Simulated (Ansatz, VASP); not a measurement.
# HfPdSe2 in VASP and in Ansatz

```xyz
4
Lattice="3.7635 0.0000 0.0000 0.0000 3.7635 0.0000 0.0000 0.0000 5.8522" Properties=species:S:1:pos:R:3 pbc="T T T"
Hf    0.0000    0.0000    2.9261
Pd    0.0000    0.0000    0.0000
Se    1.8817    1.8817    2.9261
Se    1.8817    1.8817    0.0000
```

Alike in both runs: functional PBE; k mesh 4 × 4 × 4; occupations gaussian, width 0.1 eV; no spin polarisation.

Ansatz relaxed the structure, and its values are those at the end. VASP's run is a single point on that final structure, the one shown.

|  | VASP | Ansatz |
| --- | --- | --- |
| version | VASP 6.6.1 | Ansatz 0.2.0 |
| potentials or method | VASP PAW PBE potentials, release 64 (Hf_pv, Pd, Se), cutoff 520 eV | scalar-relativistic, plane waves, PAW |
| valence electrons in the cell | 32 | 76 |

|  | VASP | Ansatz | Ansatz less VASP |
| --- | --- | --- | --- |
| gap on the k mesh at the Fermi level (eV) | none | none | - |
| pressure (GPa) | -0.3 | 0.0 | +0.27 |

A gap of «none» marks a metal or a gap that the smearing closes. VASP's potentials hold 32 valence electrons a cell and Ansatz's 76, so a difference there can come from the potentials and not from the codes.

The k mesh is coarse, so the values compare programs but aren't converged. Neither program's run includes spin-orbit coupling.
